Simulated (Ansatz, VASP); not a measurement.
## Two plane-wave programs on Mo4N

```
Mo N
1.0
     4.11619    0.00000    0.00000
     0.00000    4.11619    0.00000
     0.00000    0.00000    4.11619
Mo N
4 1
Direct
  0.50000 0.00000 0.00000
  0.00000 0.50000 0.00000
  0.00000 0.00000 0.50000
  0.50000 0.50000 0.50000
  0.00000 0.00000 0.00000
```

Change from the starting cell: species swapped into the Co4N type (Pm-3m, No. 221).

Alike in both runs: functional PBE; k mesh 10 × 10 × 10; occupations gaussian, width 0.1 eV; no spin polarisation.

Ansatz relaxed the structure, and its values are those at the end. VASP's run is a single point on that final structure, the one shown.

```csv
,VASP,Ansatz
version,VASP 6.6.1,Ansatz 0.2.0
potentials or method,"VASP PAW PBE potentials, release 64 (Mo_sv, N), cutoff 520 eV","scalar-relativistic, plane waves, PAW"
valence electrons in the cell,61,61
```

```csv
,VASP,Ansatz,Ansatz less VASP
gap on the k mesh at the Fermi level (eV),none,none,-
pressure (GPa),0.5,0.0,-0.49
```

A gap of «none» marks a metal or a gap that the smearing closes.
